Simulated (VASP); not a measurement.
Wanted: the native input for a VASP 6.6.1 run.

```yaml
Task: single point
Functional: r2SCAN
Dispersion: rVV10
Potentials_or_basis: VASP PAW PBE potentials, release 64 (Sr_sv, O)
Cutoff: 520 eV
k_mesh: 9 × 9 × 9
Occupations: fermi-dirac, width 0.05 eV
Spin: no spin polarisation
Dipole_correction: no
Further_INCAR_settings: ALGO = Normal; EDIFF = 1e-07; NBANDS = 15
```

The system is SrO.

```
Sr O
1.0
     0.00000    2.53162    2.53162
     2.53162    0.00000    2.53162
     2.53162    2.53162    0.00000
Sr O
1 1
Direct
  0.50000 0.50000 0.50000
  0.00000 0.00000 0.00000
```

One way to write it, as run:

POSCAR

```
SrO
1.0
    0.0000000000      2.5316160185      2.5316160185
    2.5316160185      0.0000000000      2.5316160185
    2.5316160185      2.5316160185      0.0000000000
Sr O
1 1
Direct
    0.5000000000      0.5000000000      0.5000000000
    0.0000000000      0.0000000000      0.0000000000
```

INCAR.step1

```
ALGO = Normal
EDIFF = 1E-4
ENCUT = 520
GGA = PE
ISMEAR = -1
LASPH = T
LCHARG = F
LREAL = F
LWAVE = T
NBANDS = 15
NELM = 80
PREC = Accurate
SIGMA = 0.05
```

INCAR.step2

```
ALGO = Normal
BPARAM = 11.95
CPARAM = 0.0093
EDIFF = 1E-7
ENCUT = 520
ISIF = 2
ISMEAR = -1
ISTART = 1
IVDW_NL = 2
LASPH = T
LCHARG = T
LELF = T
LMIXTAU = T
LREAL = F
LUSE_VDW = T
LVHAR = T
LWAVE = F
METAGGA = R2SCAN
NBANDS = 15
NELM = 80
PREC = Accurate
SIGMA = 0.05
```

KPOINTS

```
k-points
0
Gamma
  9 9 9
```

Potentials or basis: VASP PAW PBE potentials, release 64 (Sr_sv, O).

Command:

```sh
$ cat potpaw_PBE.64/Sr_sv/POTCAR potpaw_PBE.64/O/POTCAR > POTCAR
$ cp INCAR.step1 INCAR
$ mpirun -np 1 vasp_std > vasp.out
$ cp INCAR.step2 INCAR
$ mpirun -np 1 vasp_std > vasp.out
```

It gave:

```json
{
 "Pressure": "5.7 GPa",
 "Band gap on the k mesh": "3.73 eV, indirect (least direct gap 3.79 eV)"
}
```

Caveat: the PAW data sets were made with another functional, which shifts forces and pressure a little.

Wall time 2.7 min on 1 thread of Intel(R) Xeon(R) Platinum 8375C CPU @ 2.90GHz (Ice Lake), with other jobs on the host, peak memory 0.27 GiB.
